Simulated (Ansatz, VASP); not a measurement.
Two plane-wave programs on SnTe

Contents of INCAR:

```
PREC     = Accurate       # precision mode
ENCUT    = 520            # plane-wave cutoff, eV
EDIFF    = 1E-6           # SCF threshold, eV
ISMEAR   = -1             # smearing method
SIGMA    = 0.05           # smearing width, eV
LREAL    = F              # projectors in reciprocal space
LASPH    = T              # aspherical terms in the spheres
NELM     = 100            # most SCF steps
ALGO     = Normal         # electronic algorithm
ISIF     = 2              # what is computed and relaxed
LWAVE    = F              # write WAVECAR
LCHARG   = F              # write CHGCAR
GGA      = RP             # functional
NBANDS   = 17             # bands
```

Contents of KPOINTS:

```
Automatic mesh
0
Gamma
  7 7 7
```

POSCAR

```
SnTe
1.0
    0.0000000000      3.1508500000      3.1508500000
    3.1508500000      0.0000000000      3.1508500000
    3.1508500000      3.1508500000      0.0000000000
Te Sn
1 1
Direct
    0.5000000000      0.5000000000      0.5000000000
    0.0000000000      0.0000000000      0.0000000000
```

File input.yaml:

```yaml
crystal:
  lattice:
    - [0.0, 3.15085, 3.15085]
    - [3.15085, 0.0, 3.15085]
    - [3.15085, 3.15085, 0.0]
  atoms:
    - { symbol: Te, position: [0.5, 0.5, 0.5] }
    - { symbol: Sn, position: [0.0, 0.0, 0.0] }
hamiltonian:
  xc: rpbe
  pseudopotentials: { kind: paw }
kpoints:
  mp_grid: { grid: [7, 7, 7] }
scf:
  occupations: { method: fermi_dirac, width: 0.05 }
output:
  forces: true
  stress: true
  eigenvalues: true
```

Alike in both runs: task single point; functional RPBE; k mesh 7 × 7 × 7; occupations fermi-dirac, width 0.05 eV; no spin polarisation.

|  | VASP | Ansatz |
| --- | --- | --- |
| version | VASP 6.6.1 | Ansatz 0.2.0 |
| potentials or method | VASP PAW PBE potentials, release 64 (Te, Sn_d) | Ansatz PAW |
| plane-wave cutoff (eV) | 520 | 420 |
| valence electrons in the cell | 20 | 30 |

VASP gave:

| Item | Value |
| --- | --- |
| pressure (GPa) | 3.6 |

Question: Estimate Ansatz's values.

Answer: Pressure (GPa): 3.7.

VASP's potentials were made for PBE, not for RPBE. VASP's potentials hold 20 valence electrons a cell and Ansatz's 30, so a difference there can come from the potentials and not from the codes.

Neither program's run includes spin-orbit coupling.
